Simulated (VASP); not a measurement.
# Li (I4/mmm) in VASP: a series of runs

The runs below take Li through single point, with PBE+D3(BJ).

Everything below comes from runs of VASP 6.6.1. Logs are shortened: lines on timing, memory, paths and dates and some standing lists are left out, and cuts for length are marked.

## (1) The cell of the first run

It takes space group I4/mmm (No. 139, tetragonal). Conventional cell: a = 3.114 Å, b = 3.114 Å, c = 4.789 Å, α = 90.00°, β = 90.00°, γ = 90.00°. Within 4.1 Å of Li (site symmetry 4/mmm) lie 12 Li at 3.11 to 3.25 Å.

## (2) Single point, PBE+D3(BJ) (strain +0.0875 x Voigt [0, 1, 0, 0, 0, 0])

Input file INCAR:

```
PREC = Accurate
ENCUT = 520
EDIFF = 1E-6
ISMEAR = 0
SIGMA = 0.15
LREAL = F
LASPH = T
NELM = 80
ALGO = Fast
ISIF = 2
LWAVE = F
LCHARG = T
GGA = PE
IVDW = 12
LELF = T
LVHAR = T
NBANDS = 8
```

Input file KPOINTS:

```
Automatic mesh
0
Gamma
  18 18 18
```

Input file POSCAR:

```
Li
1.0
    0.0000000000      2.3946750000      2.2020000000
    2.2020000000      0.0000000000      2.2020000000
    2.2020000000      2.3946750000      0.0000000000
Li
1
Direct
    0.0000000000      0.0000000000      0.0000000000
```

Potentials or basis: VASP PAW PBE potentials, release 64 (Li_sv).

The run is started by

```
$ cat potpaw_PBE.64/Li_sv/POTCAR > POTCAR
$ mpirun -np 1 vasp_std > vasp.out
```

OUTCAR:

```text
PREC = Accurate
   ENCUT = 520
   EDIFF = 1E-6
   ISMEAR = 0
   LREAL = F
   LASPH = T
   NELM = 80
   ISIF = 2
   GGA = PE
   IVDW = 12
 IVDW          = 12

 ion  position               nearest neighbor table
   1  0.000  0.000  0.000-

  LATTYP: Found a body centered tetragonal cell.
 ALAT       =     3.1140982643
 C/A-ratio  =     1.5379572491

  Lattice vectors:

 A1 = (   0.0000000000,  -2.3946750000,   2.2020000000)
 A2 = (   0.0000000000,  -2.3946750000,  -2.2020000000)
 A3 = (   2.2020000000,   2.3946750000,   0.0000000000)

Analysis of symmetry for initial positions (statically):
=====================================================================
 Subroutine PRICEL returns:
 Original cell was already a primitive cell.

 Routine SETGRP: Setting up the symmetry group for a
 body centered tetragonal supercell.

 Subroutine GETGRP returns: Found 16 space group operations
 (whereof 16 operations were pure point group operations)
 out of a pool of 16 trial point group operations.

The static configuration has the point symmetry D_4h.

Analysis of symmetry for dynamics (positions and initial velocities):
=====================================================================
 Subroutine PRICEL returns:
 Original cell was already a primitive cell.

 Routine SETGRP: Setting up the symmetry group for a
 body centered tetragonal supercell.

 Subroutine GETGRP returns: Found 16 space group operations
 (whereof 16 operations were pure point group operations)
 out of a pool of 16 trial point group operations.

The dynamic configuration has the point symmetry D_4h.

 Subroutine INISYM returns: Found 16 space group operations
 (whereof 16 operations are pure point group operations),
 and found     1 'primitive' translations

----------------------------------------------------------------------------------------

                                     Primitive cell

  volume of cell :      23.2226

  direct lattice vectors                    reciprocal lattice vectors
     0.000000000  2.394675000  2.202000000    -0.227066303  0.208796601  0.227066303
     2.202000000  0.000000000  2.202000000     0.227066303 -0.208796601  0.227066303
     2.202000000  2.394675000  0.000000000     0.227066303  0.208796601 -0.227066303

  length of vectors
     3.253194177  3.114098264  3.253194177     0.383032940  0.383032940  0.383032940

  position of ions in fractional coordinates (direct lattice)
     0.000000000  0.000000000  0.000000000

  ion indices of the primitive-cell ions
   primitive index   ion index
                 1           1

----------------------------------------------------------------------------------------

 KPOINTS: Automatic mesh

Automatic generation of k-mesh.
 Grid dimensions read from file:
 generate k-points for:   18   18   18

 Generating k-lattice:

  Cartesian coordinates                     Fractional coordinates (reciprocal lattice)
    -0.012614795  0.011599811  0.012614795     0.055555556  0.000000000 -0.000000000
     0.012614795 -0.011599811  0.012614795     0.000000000  0.055555556  0.000000000
     0.012614795  0.011599811 -0.012614795    -0.000000000  0.000000000  0.055555556

  Length of vectors
     0.021279608  0.021279608  0.021279608

  Shift w.r.t. Gamma in fractional coordinates (k-lattice)
     0.000000000  0.000000000  0.000000000

 Subroutine IBZKPT returns following result:
 ===========================================

 Found    480 irreducible k-points:

 Following reciprocal coordinates:
            Coordinates               Weight
  0.000000  0.000000  0.000000      1.000000
  0.055556  0.000000 -0.000000      8.000000
  0.111111  0.000000 -0.000000      8.000000
  0.166667  0.000000  0.000000      8.000000
  0.222222  0.000000  0.000000      8.000000
  0.277778  0.000000  0.000000      8.000000
[... 16 lines left out ...]
 -0.277778  0.055556  0.000000     16.000000
 -0.222222  0.055556  0.000000     16.000000
 [... further k-points ...]
   k-points           NKPTS =    480   k-points in BZ     NKDIM =    480   number of bands    NBANDS=      8
   number of dos      NEDOS =    301   number of ions     NIONS =      1
   total plane-waves  NPLWV =  13824
   dimension x,y,z NGX =    24 NGY =   24 NGZ =   24
   dimension x,y,z NGXF=    48 NGYF=   48 NGZF=   48
   ions per type =               1
   NGX,Y,Z   is equivalent  to a cutoff of  12.26, 12.81, 12.26 a.u.
   NGXF,Y,Z  is equivalent  to a cutoff of  24.53, 25.62, 24.53 a.u.
 SYSTEM =  unknown system
   PREC   = accura    normal or accurate (medium, high low for compatibility)
   ISTART =      0    job   : 0-new  1-cont  2-samecut
   ICHARG =      2    charge: 1-file 2-atom 10-const
   ISPIN  =      1    spin polarized calculation?
   LNONCOLLINEAR =      F non collinear calculations
   LSORBIT =      F    spin-orbit coupling
   LASPH  =      T    aspherical Exc in radial PAW
   ENCUT  =  520.0 eV  38.22 Ry    6.18 a.u.   6.05  5.79  6.05*2*pi/ulx,y,z
   NELM   =     80;   NELMIN=  2; NELMDL= -5     # of ELM steps
   EDIFF  = 0.1E-05   stopping-criterion for ELM
   LREAL  =      F    real-space projection
   EDIFFG = 0.1E-04   stopping-criterion for IOM
   NSW    =      0    number of steps for IOM
   IBRION =     -1    ionic relax: 0-MD 1-quasi-New 2-CG
   NFREE  =      0    steps in history (QN), initial steepest desc. (CG)
   ISIF   =      2    stress and relaxation
   ISYM   =      2    0-nonsym 1-usesym 2-fastsym
   POTIM  = 0.5000    time-step for ionic-motion
   TEBEG  =    0.0;   TEEND  =   0.0 temperature during run
   PSTRESS=    0.0 pullay stress
   NELECT =       3.0000    total number of electrons
   NUPDOWN=      -1.0000    fix difference up-down
   EMIN   =  10.00;   EMAX   =-10.00  energy-range for DOS
   EFERMI =   0.00;   METHOD = LEGACY
   ISMEAR =     0;   SIGMA  =   0.15  broadening in eV -4-tet -1-fermi 0-gaus
   EFERMI_NEDOS =   21; number of points for ismear=-14 and -15
   IALGO  =     68    algorithm
   IMIX   =      4    mixing-type and parameters
     AMIX     =   0.40;   BMIX     =  1.00
     AMIX_MAG =   1.60;   BMIX_MAG =  1.00
  volume/ion in A,a.u.               =      23.22       156.71
  Fermi-wavevector in a.u.,A,eV,Ry     =   0.827583  1.563905  9.318541  0.684893
  Thomas-Fermi vector in A             =   1.939812
   LORBIT       =      0    0 simple, 1 ext, 2 COOP (PROOUT), +10 PAW based schemes
   GGA     = PE    functional components
   LHFCALC =     F    Hartree Fock is set to
   AEXX    =    0.0000 exact exchange contribution
   IVDW    =    12    specifies the selected vdW correction
   LEPSILON=     F    determine dielectric tensor
   LRPA    =     F    only Hartree local field effects (RPA)
 non-spin polarized calculation
 RMM-DIIS sequential band-by-band and
 Gauss-broadening in eV      SIGMA  =   0.15
  energy-cutoff  :      520.00
  volume of cell :       23.22
 maximum number of plane-waves:       648
   NGX = 13   NGY = 11   NGZ = 13

 number of electron       3.0000003 magnetization

 Free energy of the ion-electron system (eV)
  ---------------------------------------------------
  ext. energy  EPLUGINS =         0.00000000
  ---------------------------------------------------
  free energy    TOTEN  =        -1.89286688 eV

  energy without entropy =       -1.88729792  energy(sigma->0) =       -1.89008240

 E-fermi :   0.2704     XC(G=0):  -6.7216

 val. band max:        0.2678038674   @ k =   0.1667   0.5000   0.0556
 cond. band min:       0.2934687080   @ k =   0.3333  -0.1667   0.2778
 fundamental gap:      0.0256648406
 Fermi energy:         0.2703996450

 k-point     1 :       0.0000    0.0000    0.0000
  band No.  band energies     occupation
      1     -46.5016      2.00000
      2      -3.1116      2.00000
      3      13.3004      0.00000
      4      13.3008      0.00000
      5      13.3008      0.00000
      6      16.8588      0.00000
      7      17.1501      0.00000
      8      17.1501      0.00000

 k-point     2 :       0.0556    0.0000   -0.0000
  band No.  band energies     occupation
      1     -46.5013      2.00000
      2      -3.0591      2.00000
      3      12.7579      0.00000
      4      13.1456      0.00000
      5      13.2241      0.00000
      6      16.4530      0.00000
      7      17.1477      0.00000
      8      17.3308      0.00000

 k-point     3 :       0.1111    0.0000   -0.0000
  band No.  band energies     occupation
      1     -46.5004      2.00000
      2      -2.9013      2.00000
      3      11.4495      0.00000
      4      12.7757      0.00000
      5      13.0384      0.00000
      6      16.2087      0.00000
      7      17.4347      0.00000
      8      17.8068      0.00000

 k-point     4 :       0.1667    0.0000    0.0000
  band No.  band energies     occupation
      1     -46.4990      2.00000
      2      -2.6386      2.00000
      3       9.8854      0.00000
      4      12.3405      0.00000
      5      12.8237      0.00000
      6      16.2736      0.00000
      7      17.0496      0.00000
      8      18.3768      0.00000

 k-point     5 :       0.2222    0.0000    0.0000
  band No.  band energies     occupation
      1     -46.4973      2.00000
      2      -2.2719      2.00000
      3       8.3089      0.00000
      4      11.9272      0.00000
      5      12.6366      0.00000
      6      16.1766      0.00000
      7      16.7015      0.00000
      8      18.5312      0.00000
[... 177 lines left out ...]
 k-point    22 :      -0.3333    0.0556    0.0000
  band No.  band energies     occupation
      1     -46.4932      2.00000
      2      -1.0095      2.00000
      3       5.0719      0.00000
      4      11.1873      0.00000
      5      11.9122      0.00000
      6      14.9344      0.00000
      7      15.9857      0.00000
      8      18.1907      0.00000

 k-point    23 :      -0.2778    0.0556    0.0000
  band No.  band energies     occupation
      1     -46.4948      2.00000
      2      -1.5963      2.00000
      3       6.4094      0.00000
      4      11.3517      0.00000
      5      12.1234      0.00000
      6      15.2544      0.00000
      7      16.4131      0.00000
      8      18.0567      0.00000

 k-point    24 :      -0.2222    0.0556    0.0000
  band No.  band energies     occupation
      1     -46.4966      2.00000
      2      -2.0942      2.00000
      3       7.8722      0.00000
      4      11.5395      0.00000
      5      12.4431      0.00000
      6      15.7214      0.00000
      7      16.5390      0.00000
      8      18.2207      0.00000

 [... further k-points ...]

------------------------ aborting loop because EDIFF is reached ----------------------------------------

 Edisp (eV)   -0.14782

 E8    (eV) :    -0.0618

  FORCE on cell =-STRESS in cart. coord.  units (eV):
  Direction    XX          YY          ZZ          XY          YZ          ZX
  --------------------------------------------------------------------------------------
  -------------------------------------------------------------------------------------
  Total      -0.35081    -0.42869    -0.35081     0.00000     0.00000     0.00000
  in kB     -24.20302   -29.57599   -24.20302     0.00000     0.00000     0.00000
  external pressure =      -25.99 kB  Pullay stress =        0.00 kB

 VOLUME and BASIS-vectors are now :
 -----------------------------------------------------------------------------
  energy-cutoff  :      520.00
  volume of cell :       23.22
      direct lattice vectors                 reciprocal lattice vectors
     0.000000000  2.394675000  2.202000000    -0.227066303  0.208796601  0.227066303
     2.202000000  0.000000000  2.202000000     0.227066303 -0.208796601  0.227066303
     2.202000000  2.394675000  0.000000000     0.227066303  0.208796601 -0.227066303

 POSITION                                       TOTAL-FORCE (eV/Angst)
 -----------------------------------------------------------------------------------
      0.00000      0.00000      0.00000         0.000000      0.000000      0.000000
 -----------------------------------------------------------------------------------
    total drift:                               -0.000000      0.000000      0.000000

  FREE ENERGIE OF THE ION-ELECTRON SYSTEM (eV)
  ---------------------------------------------------
  free  energy   TOTEN  =        -2.0406841297 eV

  energy  without entropy=       -2.0351151681  energy(sigma->0) =       -2.03789965
```

Wall time 57 s (1 thread of AMD EPYC 9R14 (Zen 4), shared host); peak memory 0.16 GiB.

Results:

```
Free energy                : -2.0407 eV
Dispersion energy per atom : -0.148 eV
```

Levels at points of the mesh, in eV from the Fermi level:
```tsv
k point	band 1	band 2	band 3	band 4	band 5
(0.00, 0.00, 0.00)	-46.77	-3.38	13.03	13.03	13.03
(0.50, 0.00, 0.00)	-46.76	0.05	2.52	10.67	12.14
(0.50, 0.50, 0.00)	-46.76	1.77	4.60	7.19	7.58
(0.50, 0.00, 0.50)	-46.76	0.83	3.54	8.43	8.43
```

Caveat: the cell differs from its parent crystal (strain +0.0875 x Voigt [0, 1, 0, 0, 0, 0]); the cutoff is under 1.25 times the usual one of these potentials, so pressure, stress and relaxed cells hold a basis-set (Pulay) error; pairwise dispersion overbinds metals, which lowers pressure and volume.

## (3) Single point, PBE+D3(BJ) (strain +0.1000 x Voigt [0, 1, 0, 0, 0, 0])

Input file INCAR:

```
  PREC = Accurate
  ENCUT = 520
  EDIFF = 1E-6
  ISMEAR = 0
  SIGMA = 0.15
  LREAL = F
  LASPH = T
  NELM = 60
  ALGO = Normal
  ISIF = 2
  LWAVE = F
  LCHARG = F
  GGA = PE
  IVDW = 12
  NBANDS = 8
```

Input file KPOINTS:

```
regular mesh
0
Gamma
  18 18 18
```

Input file POSCAR:

```
Li
1.0
    0.0000000000      2.4222000000      2.2020000000
    2.2020000000      0.0000000000      2.2020000000
    2.2020000000      2.4222000000      0.0000000000
Li
1
Direct
    0.0000000000      0.0000000000      0.0000000000
```

Potentials or basis: VASP PAW PBE potentials, release 64 (Li_sv).

The run is started by

```
$ cat potpaw_PBE.64/Li_sv/POTCAR > POTCAR
$ mpirun -np 1 vasp_std > vasp.out
```

It took 36 s on 1 thread of AMD EPYC 9R14 (Zen 4), shared host; peak memory 0.16 GiB.

It converged, with:

* Free energy: -2.0358 eV
* Dispersion energy per atom: -0.146 eV

Levels at points of the mesh, in eV from the Fermi level:
| k point | band 1 | band 2 | band 3 | band 4 | band 5 |
| --- | --- | --- | --- | --- | --- |
| (0.00, 0.00, 0.00) | -46.79 | -3.37 | 12.91 | 12.93 | 12.93 |
| (0.50, 0.00, 0.00) | -46.78 | 0.05 | 2.50 | 10.46 | 12.13 |
| (0.50, 0.50, 0.00) | -46.78 | 1.80 | 4.61 | 7.07 | 7.51 |
| (0.50, 0.00, 0.50) | -46.78 | 0.75 | 3.41 | 8.47 | 8.47 |

Caveat: the cell differs from its parent crystal (strain +0.1000 x Voigt [0, 1, 0, 0, 0, 0]); the cutoff is under 1.25 times the usual one of these potentials, so pressure, stress and relaxed cells hold a basis-set (Pulay) error; pairwise dispersion overbinds metals, which lowers pressure and volume.
